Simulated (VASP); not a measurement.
# Si (a cell with a defect) in VASP: further runs

Si (a cell with a defect) is run at these levels: LDA; tasks: single point.

Program: VASP 6.6.1. These are calculated values, not measurements. Logs are shortened: lines on timing, memory, paths and dates and some standing lists are left out, and cuts for length are marked.

### 1 The cell of the first run

The cell holds a defect, 31 atoms: a = 9.356 Å, b = 9.356 Å, c = 9.356 Å, α = 109.47°, β = 109.47°, γ = 109.47°.

### 2 Single point, LDA

INCAR

```
SYSTEM = Si
ALGO = Normal
EDIFF = 1E-7
ENCUT = 520
GGA = CA
ISIF = 2
ISMEAR = 0
LASPH = .TRUE.
LCHARG = .FALSE.
LREAL = Auto
LWAVE = .FALSE.
NBANDS = 83
NELECT = 126.0
NELM = 80
PREC = Accurate
SIGMA = 0.02
```

KPOINTS

```
Automatic mesh
0
Gamma
  2 2 2
  0.5 0.5 0.5
```

POSCAR

```
Si
1.0
   -5.4019422754     -5.4019422754      5.4019422754
    5.4019422754     -5.4019422754     -5.4019422754
    5.4019422754      5.4019422754      5.4019422754
Si
31
Direct
    0.2499957295      0.7500005171      0.5980311961
    0.0055713294      0.7499998692     -0.0099064368
    0.4954223617      0.4984516425      0.7491903456
    0.2500008203      0.5055685272     -0.0099036601
    0.0170489604      0.5170502308      0.2804352440
    0.7487547615      0.7499999618      0.2520322193
    0.4829487001      0.7500002394      0.5133875667
   -0.0015486097     -0.0045775202      0.7491884944
    0.7512453472      0.2512451875      0.7532781345
    0.5015474735      0.2469680222      0.0007368646
    0.2500002649      0.2487547870      0.2520330523
    0.0045794640      0.2530319523      0.5037689892
    0.7530286872      0.5045774947      0.5037660273
    0.7469710512      0.0015485171      0.0007387158
    0.4944319772     -0.0055690155      0.2345272192
    0.2499988765     -0.0170499786      0.5133848824
    0.0244656446      0.7499998692      0.7344273222
    0.5014993426      0.5019564005      0.5020705261
    0.2500015608      0.5244677480      0.7344340790
    0.0063137476      0.5063129816      0.0118514780
    0.7513046777      0.7499999618     -0.0024394929
    0.4936868748      0.7499998692      0.2555399391
    0.0019556855      0.0015006639      0.5020690451
    0.7486978375      0.2486976779      0.4962587276
    0.4980435486      0.2495426517      0.7501134395
    0.2500000798      0.2513021115     -0.0024388450
   -0.0014989979      0.2504575079      0.2505710781
    0.7504548907      0.4984992180      0.2505683939
    0.7495432742     -0.0019562408      0.7501142725
    0.4755339596     -0.0244677735     -0.0400342116
    0.2500006352     -0.0063130997      0.2555382730
```

Potentials or basis: VASP PAW LDA potentials, release 64 (Si).

Launch:

```console
$ cat potpaw_LDA.64/Si/POTCAR > POTCAR
$ mpirun -np 1 vasp_std > vasp.out
```

OUTCAR:

```text
SYSTEM = Si
   EDIFF = 1E-7
   ENCUT = 520
   GGA = CA
   ISIF = 2
   ISMEAR = 0
   LASPH = .TRUE.
   LREAL = Auto
   NELECT = 126.0
   NELM = 80
   PREC = Accurate

 ion  position               nearest neighbor table
   1  0.250  0.750  0.598-  16 2.56   5 2.56   7 2.56  17 2.81  30 2.81  19 2.81
   2  0.006  0.750  0.990-  20 2.36  31 2.36  21 2.40  17 2.46
   3  0.495  0.498  0.749-  25 2.34  18 2.34  19 2.35  21 2.36
   4  0.250  0.506  0.990-  20 2.36  22 2.36  26 2.40  19 2.46
   5  0.017  0.517  0.280-  28 2.35  27 2.35  20 2.45   1 2.56
   6  0.749  0.750  0.252-  23 2.35  28 2.35  21 2.39  22 2.40
   7  0.483  0.750  0.513-  29 2.35  18 2.35  22 2.45   1 2.56
[... 22 lines left out ...]
  30  0.476  0.976  0.960-  14 2.35  10 2.35  15 2.46   1 2.81
  31  0.250  0.994  0.256-  15 2.36   2 2.36  11 2.40  16 2.45

  LATTYP: Found a body centered cubic cell.
 ALAT       =    10.8038845508

  Lattice vectors:

 A1 = (  -5.4019422754,  -5.4019422754,   5.4019422754)
 A2 = (   5.4019422754,  -5.4019422754,  -5.4019422754)
 A3 = (   5.4019422754,   5.4019422754,   5.4019422754)

Analysis of symmetry for initial positions (statically):
=====================================================================
 Subroutine PRICEL returns:
 Original cell was already a primitive cell.

 Routine SETGRP: Setting up the symmetry group for a
 body centered cubic supercell.

 Subroutine GETGRP returns: Found  6 space group operations
 (whereof  1 operations were pure point group operations)
 out of a pool of 48 trial point group operations.

The static configuration has the point symmetry C_1 .
 The point group associated with its full space group is C_3v.

Analysis of symmetry for dynamics (positions and initial velocities):
=====================================================================
 Subroutine PRICEL returns:
 Original cell was already a primitive cell.

 Routine SETGRP: Setting up the symmetry group for a
 body centered cubic supercell.

 Subroutine GETGRP returns: Found  6 space group operations
 (whereof  1 operations were pure point group operations)
 out of a pool of 48 trial point group operations.

The dynamic configuration has the point symmetry C_1 .
 The point group associated with its full space group is C_3v.

 Subroutine INISYM returns: Found  6 space group operations
 (whereof  1 operations are pure point group operations),
 and found     1 'primitive' translations

----------------------------------------------------------------------------------------

                                     Primitive cell

  volume of cell :     630.5359

  direct lattice vectors                    reciprocal lattice vectors
    -5.401942275 -5.401942275  5.401942275     0.000000000 -0.092559301  0.092559301
     5.401942275 -5.401942275 -5.401942275     0.092559301 -0.092559301  0.000000000
     5.401942275  5.401942275  5.401942275     0.092559301  0.000000000  0.092559301

  length of vectors
     9.356438481  9.356438481  9.356438481     0.130898619  0.130898619  0.130898619

  position of ions in fractional coordinates (direct lattice)
     0.249995730  0.750000517  0.598031196
     0.005571329  0.749999869  0.990093563
     0.495422362  0.498451643  0.749190346
     0.250000820  0.505568527  0.990096340
     0.017048960  0.517050231  0.280435244
     0.748754762  0.749999962  0.252032219
[... 23 lines left out ...]
     0.475533960  0.975532227  0.959965788
     0.250000635  0.993686900  0.255538273

  ion indices of the primitive-cell ions
   primitive index   ion index
                 1           1
                 2           2
                 3           3
                 4           4
                 5           5
                 6           6
[... 23 lines left out ...]
                30          30
                31          31

----------------------------------------------------------------------------------------

 KPOINTS: Automatic mesh

Automatic generation of k-mesh.
 Grid dimensions read from file:
 generate k-points for:    2    2    2

 Generating k-lattice:

  Cartesian coordinates                     Fractional coordinates (reciprocal lattice)
     0.000000000 -0.046279650  0.046279650     0.500000000  0.000000000  0.000000000
     0.046279650 -0.046279650  0.000000000     0.000000000  0.500000000  0.000000000
     0.046279650  0.000000000  0.046279650     0.000000000  0.000000000  0.500000000

  Length of vectors
     0.065449309  0.065449309  0.065449309

  Shift w.r.t. Gamma in fractional coordinates (k-lattice)
     0.500000000  0.500000000  0.500000000

 Subroutine IBZKPT returns following result:
 ===========================================

 Found      2 irreducible k-points:

 Following reciprocal coordinates:
            Coordinates               Weight
  0.250000  0.250000  0.250000      2.000000
 -0.250000  0.250000  0.250000      6.000000
   k-points           NKPTS =      2   k-points in BZ     NKDIM =      2   number of bands    NBANDS=     83
   number of dos      NEDOS =    301   number of ions     NIONS =     31
   total plane-waves  NPLWV = 343000
   dimension x,y,z NGX =    70 NGY =   70 NGZ =   70
   dimension x,y,z NGXF=   140 NGYF=  140 NGZF=  140
   ions per type =              31
   NGX,Y,Z   is equivalent  to a cutoff of  12.44, 12.44, 12.44 a.u.
   NGXF,Y,Z  is equivalent  to a cutoff of  24.88, 24.88, 24.88 a.u.
 SYSTEM =  Si
   PREC   = accura    normal or accurate (medium, high low for compatibility)
   ISTART =      0    job   : 0-new  1-cont  2-samecut
   ICHARG =      2    charge: 1-file 2-atom 10-const
   ISPIN  =      1    spin polarized calculation?
   LNONCOLLINEAR =      F non collinear calculations
   LSORBIT =      F    spin-orbit coupling
   LASPH  =      T    aspherical Exc in radial PAW
   ENCUT  =  520.0 eV  38.22 Ry    6.18 a.u.  17.40 17.40 17.40*2*pi/ulx,y,z
   NELM   =     80;   NELMIN=  2; NELMDL= -5     # of ELM steps
   EDIFF  = 0.1E-06   stopping-criterion for ELM
   LREAL  =      T    real-space projection
   EDIFFG = 0.1E-05   stopping-criterion for IOM
   NSW    =      0    number of steps for IOM
   IBRION =     -1    ionic relax: 0-MD 1-quasi-New 2-CG
   NFREE  =      0    steps in history (QN), initial steepest desc. (CG)
   ISIF   =      2    stress and relaxation
   ISYM   =      2    0-nonsym 1-usesym 2-fastsym
   POTIM  = 0.5000    time-step for ionic-motion
   TEBEG  =    0.0;   TEEND  =   0.0 temperature during run
   PSTRESS=    0.0 pullay stress
   NELECT =     126.0000    total number of electrons
   NUPDOWN=      -1.0000    fix difference up-down
   EMIN   =  10.00;   EMAX   =-10.00  energy-range for DOS
   EFERMI =   0.00;   METHOD = LEGACY
   ISMEAR =     0;   SIGMA  =   0.02  broadening in eV -4-tet -1-fermi 0-gaus
   EFERMI_NEDOS =   21; number of points for ismear=-14 and -15
   IALGO  =     38    algorithm
   IMIX   =      4    mixing-type and parameters
     AMIX     =   0.40;   BMIX     =  1.00
     AMIX_MAG =   1.60;   BMIX_MAG =  1.00
  volume/ion in A,a.u.               =      20.34       137.26
  Fermi-wavevector in a.u.,A,eV,Ry     =   0.957110  1.808675 12.463741  0.916059
  Thomas-Fermi vector in A             =   2.086098
   LORBIT       =      0    0 simple, 1 ext, 2 COOP (PROOUT), +10 PAW based schemes
   GGA     = CA    functional components
   LHFCALC =     F    Hartree Fock is set to
   AEXX    =    0.0000 exact exchange contribution
   IVDW    =     0    specifies the selected vdW correction
   LEPSILON=     F    determine dielectric tensor
   LRPA    =     F    only Hartree local field effects (RPA)
 non-spin polarized calculation
 Gauss-broadening in eV      SIGMA  =   0.02
  energy-cutoff  :      520.00
  volume of cell :      630.54
 maximum number of plane-waves:     17028
 NGX is ok and might be reduce to    70
   NGX = 35   NGY = 35   NGZ = 35

 number of electron     125.9999998 magnetization

 Free energy of the ion-electron system (eV)
  ---------------------------------------------------
  ext. energy  EPLUGINS =         0.00000000
  ---------------------------------------------------
  free energy    TOTEN  =      -169.15137111 eV

  energy without entropy =     -169.15137102  energy(sigma->0) =     -169.15137106

 E-fermi :   5.9266     XC(G=0):  -9.6320

 val. band max:        5.8579453887   @ k =   0.2500   0.2500   0.2500
 cond. band min:       5.9964397740   @ k =  -0.2500   0.2500   0.2500
 fundamental gap:      0.1384943853
 Fermi energy:         5.9266204260

 k-point     1 :       0.2500    0.2500    0.2500
  band No.  band energies     occupation
      1      -5.4917      2.00000
      2      -5.4916      2.00000
      3      -5.4443      2.00000
      4      -5.2895      2.00000
      5      -3.6390      2.00000
      6      -3.6390      2.00000
[... 67 lines left out ...]
     74       7.2471      0.00000
     75       7.2471      0.00000

 k-point     2 :      -0.2500    0.2500    0.2500
  band No.  band energies     occupation
      1      -5.9679      2.00000
      2      -4.9705      2.00000
      3      -4.9401      2.00000
      4      -4.8789      2.00000
      5      -4.8234      2.00000
      6      -4.0957      2.00000
[... 67 lines left out ...]
     74       8.0475      0.00000
     75       8.1198      0.00000
 [bands above 75 left out]

------------------------ aborting loop because EDIFF is reached ----------------------------------------

  FORCE on cell =-STRESS in cart. coord.  units (eV):
  Direction    XX          YY          ZZ          XY          YZ          ZX
  --------------------------------------------------------------------------------------
  -------------------------------------------------------------------------------------
  Total        5.6944077      5.6944077      5.6944077     -6.6810949     -6.6810949     -6.6810949
  in kB       14.4693603     14.4693603     14.4693603    -16.9765100    -16.9765100    -16.9765100
  external PRESSURE =      14.4693603 kB  Pullay stress =       0.0000000 kB

 VOLUME and BASIS-vectors are now :
 -----------------------------------------------------------------------------
  energy-cutoff  :      520.00
  volume of cell :      630.54
      direct lattice vectors                 reciprocal lattice vectors
    -5.401942275 -5.401942275  5.401942275     0.000000000 -0.092559301  0.092559301
     5.401942275 -5.401942275 -5.401942275     0.092559301 -0.092559301  0.000000000
     5.401942275  5.401942275  5.401942275     0.092559301  0.000000000  0.092559301

 POSITION                                       TOTAL-FORCE (eV/Angst)
 -----------------------------------------------------------------------------------
      5.93153     -2.17139      0.52953         0.118353      0.118353      0.118353
      9.36979      1.26688      1.32707        -0.018750     -0.018750      0.006213
      4.06345     -1.32177      4.03072        -0.020183     -0.003693      0.006858
      6.72901      1.26690      3.96788         0.006213     -0.018750     -0.018750
      4.21587     -1.37028     -1.18608         0.028862      0.010030      0.028862
      1.36819     -6.73472      1.35474        -0.000308     -0.000308      0.000001
[... 23 lines left out ...]
      7.88664     -2.65290      2.48472        -0.019149     -0.055512     -0.019149
      5.39775     -5.33793     -2.63695        -0.007145      0.013588      0.013588
 -----------------------------------------------------------------------------------
    total drift:                                0.013724     -0.000564     -0.011890

  FREE ENERGIE OF THE ION-ELECTRON SYSTEM (eV)
  ---------------------------------------------------
  free  energy   TOTEN  =      -169.1513711069 eV

  energy  without entropy=     -169.1513710212  energy(sigma->0) =     -169.15137106
```

Wall time 6 min (1 thread of Oxide Virtual Turin-like, shared host); peak memory 0.46 GiB.

What came out:

```yaml
Free_energy: -169.1514 eV
Largest_force: 0.205 eV/Å
```

Forces in eV/Å, atoms in the order of the input:
```
Si   0.118  0.118  0.118
Si  -0.019 -0.019  0.006
Si  -0.020 -0.004  0.007
Si   0.006 -0.019 -0.019
Si   0.029  0.010  0.029
Si   0.000  0.000  0.000
Si   0.029  0.029  0.010
Si   0.007 -0.004 -0.020
Si   0.000  0.000  0.000
Si   0.007 -0.020 -0.004
Si   0.000  0.000  0.000
Si  -0.020  0.007 -0.004
Si  -0.004  0.007 -0.020
Si  -0.004 -0.020  0.007
Si  -0.019  0.006 -0.019
Si   0.010  0.029  0.029
Si  -0.019 -0.019 -0.056
Si  -0.001 -0.006  0.003
Si  -0.056 -0.019 -0.019
Si   0.014 -0.007  0.014
Si  -0.014 -0.014 -0.010
Si   0.014  0.014 -0.007
Si   0.003 -0.006 -0.001
Si  -0.014 -0.010 -0.014
Si   0.003 -0.001 -0.006
Si  -0.010 -0.014 -0.014
Si  -0.001  0.003 -0.006
Si  -0.006  0.003 -0.001
Si  -0.006 -0.001  0.003
Si  -0.019 -0.056 -0.019
Si  -0.007  0.014  0.014
```

Caveat: the cell carries a net charge on a neutralising background, which shifts energy and pressure; the cell is charged against a uniform background, so pressure and absolute levels hang on convention.

(Part 1 of 2 ends here.)
